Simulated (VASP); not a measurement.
Li2Se: single point with r2SCAN

Crystal: Li2Se.

```
Li Se
1.0
     0.00000    2.96317    2.96317
     2.96317    0.00000    2.96317
     2.96317    2.96317    0.00000
Li Se
2 1
Direct
  0.25000 0.25000 0.25000
  0.75000 0.75000 0.75000
  0.00000 0.00000 0.00000
```

```yaml
Program: VASP 6.6.1
Task: single point
Functional: r2SCAN
Potentials_or_basis: VASP PAW PBE potentials, release 64 (Li_sv, Se)
Cutoff: 830 eV
k_mesh: 8 × 8 × 8
Occupations: gaussian, width 0.02 eV
Spin: no spin polarisation
```

The pressure is 1.0 GPa and the band gap on the k mesh is 3.43 eV (least direct gap 4.32 eV).

Levels at points of the mesh, in eV from the valence-band top:
```csv
k point,band 2,band 3,band 4,band 5,band 6,band 7,band 8,band 9,band 10,band 11
"(0.00, 0.00, 0.00)",-46.07,-11.88,0.00,0.00,0.00,4.32,6.33,6.33,6.33,11.30
"(0.50, 0.00, 0.00)",-46.08,-11.47,-3.03,-0.55,-0.55,6.12,6.61,6.61,8.79,12.86
"(0.50, 0.50, 0.00)",-46.08,-11.35,-2.34,-1.52,-1.52,3.43,7.08,11.59,11.59,12.91
```

Run time: 3.7 min on 1 thread of Intel Xeon 8259CL, on a shared host, peak memory 0.27 GiB.

Caveat: the PAW data sets were made with another functional, which shifts forces and pressure a little. A k mesh can miss the band edges.
